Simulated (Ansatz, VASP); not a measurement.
# One calculation of C, two programs

```
CELL_PARAMETERS angstrom
1.16663 0.67355 3.43069
-1.16663 0.67355 3.43069
0.00000 -1.34710 3.43069
ATOMIC_POSITIONS crystal
C 0.16400 0.16400 0.16400
C 0.83600 0.83600 0.83600
```

Change from the starting cell: strain -0.050 along x and y, +0.025 along z, atoms carried along.

Alike in both runs: task single point; functional PBEsol; k mesh 15 × 15 × 15; occupations gaussian, width 0.05 eV; no spin polarisation.

|  | VASP | Ansatz |
| --- | --- | --- |
| version | VASP 6.6.1 | Ansatz 0.2.0 |
| potentials or method | VASP PAW PBE potentials, release 64 (C), cutoff 520 eV | scalar-relativistic, plane waves, PAW |
| valence electrons in the cell | 8 | 8 |

VASP gave:

```
gap on the k mesh at the Fermi level (eV)                     : 0.62
least direct gap on the mesh (eV)                             : 0.62
pressure (GPa)                                                : 54.4
traceless stress, the component that is largest in VASP (GPa) : -54.57
rms of the force components (eV/Å)                            : 0.476
```

Question: Estimate Ansatz's values.

Answer: gap on the k mesh at the Fermi level (eV): 0.62; least direct gap on the mesh (eV): 0.62; pressure (GPa): 53.7; traceless stress, the component that is largest in VASP (GPa): -53.72; rms of the force components (eV/Å): 0.477.

VASP's potentials were made for PBE, not for PBEsol. Atom by atom the forces differ by 0.001 eV/Å (rms over components). Both programs put the cell under a high pressure, so it lies far from rest at this level.
